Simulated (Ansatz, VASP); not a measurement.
# F in VASP and in Ansatz

```xyz
4
Lattice="3.0829 -1.7436 -0.2378 3.0829 1.7436 -0.2378 -2.3266 0.0000 6.9861" Properties=species:S:1:pos:R:3 pbc="T T T"
F     0.3044    0.0000    0.6164
F     3.5348    0.0000    5.8942
F     1.7113    0.0000    3.9093
F     2.1280    0.0000    2.6013
```

Change from the starting cell: volume 18.294 Å^3 an atom, stretch along a over the lengths across it, relative to the relaxed cell 1.0162.

Alike in both runs: task single point; functional PBEsol; k mesh 4 × 4 × 2; occupations gaussian, width 0.05 eV; no spin polarisation.

```csv
,VASP,Ansatz
version,VASP 6.6.1,Ansatz 0.2.0
potentials or method,"VASP PAW PBE potentials, release 64 (F), cutoff 520 eV","scalar-relativistic, plane waves, PAW"
valence electrons in the cell,28,28
```

|  | VASP | Ansatz | Ansatz less VASP |
| --- | --- | --- | --- |
| gap on the k mesh at the Fermi level (eV) | 3.32 | 3.40 | +0.087 |
| least direct gap on the mesh (eV) | 3.42 | 3.51 | +0.087 |
| pressure (GPa) | 2.8 | 2.3 | -0.47 |
| traceless stress, the component that is largest in VASP (GPa) | 5.12 | 3.52 | -1.597 |
| rms of the force components (eV/Å) | 0.916 | 0.630 | -0.2857 |

VASP's potentials were made for PBE, not for PBEsol. Atom by atom the forces differ by 0.286 eV/Å (rms over components).

The k mesh is coarse, so the values compare programs but aren't converged.
